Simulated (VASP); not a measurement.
Wanted: the native input for a VASP 6.6.1 run.

| Property | Result |
| --- | --- |
| Task | single point |
| Functional | r2SCAN |
| Potentials or basis | VASP PAW PBE potentials, release 64 (Pt) |
| Cutoff | 520 eV |
| k mesh | 7 × 7 × 7 |
| Occupations | fermi-dirac, width 0.1 eV |
| Spin | no spin polarisation |
| Dipole correction | no |
| Further INCAR settings | ALGO = Normal; EDIFF = 1e-06; NBANDS = 11 |

Pt:

```
Pt
1.0
     0.00000    1.97058    1.97058
     1.97058    0.00000    1.97058
     1.97058    1.97058    0.00000
Pt
1
Cartesian
  0.0000 0.0000 0.0000
```

These files were run (other wordings do the same):

POSCAR

```
Pt
1.0
    0.0000000000      1.9705765473      1.9705765473
    1.9705765473      0.0000000000      1.9705765473
    1.9705765473      1.9705765473      0.0000000000
Pt
1
Direct
    0.0000000000      0.0000000000      0.0000000000
```

INCAR.step1

```
SYSTEM = Pt
PREC = Accurate
ENCUT = 520
ISMEAR = -1
SIGMA = 0.1
LREAL = .False.
LASPH = .True.
NELM = 60
NBANDS = 11
GGA = PE
ALGO = Normal
EDIFF = 1E-4
LWAVE = .True.
LCHARG = .False.
```

INCAR.step2

```
SYSTEM = Pt
PREC = Accurate
ENCUT = 520
EDIFF = 1E-6
ISMEAR = -1
SIGMA = 0.1
LREAL = .False.
LASPH = .True.
NELM = 60
ALGO = Normal
ISIF = 2
LWAVE = .False.
LCHARG = .False.
METAGGA = R2SCAN
LMIXTAU = .True.
NBANDS = 11
ISTART = 1
```

KPOINTS

```
Automatic mesh
0
Gamma
  7 7 7
  0 0 0
```

Potentials or basis: VASP PAW PBE potentials, release 64 (Pt).

Run with:

```sh
$ cat potpaw_PBE.64/Pt/POTCAR > POTCAR
$ cp INCAR.step1 INCAR
$ mpirun -np 1 vasp_std > vasp.out
$ cp INCAR.step2 INCAR
$ mpirun -np 1 vasp_std > vasp.out
```

It gave:

The pressure is 2.1 GPa. The band gap on the k mesh is zero (band 5 reaches 11.06 eV, above the bottom of band 6 at 8.96 eV).

Caveat: the k points lie up to 0.39 Å⁻¹ apart; the PAW data sets were made with another functional, which shifts forces and pressure a little; spin-orbit coupling is left out, which moves the levels of the heavy elements.

It took 13 s on 1 thread of AMD EPYC 7R13, with other jobs on the host, peak memory 0.14 GiB.
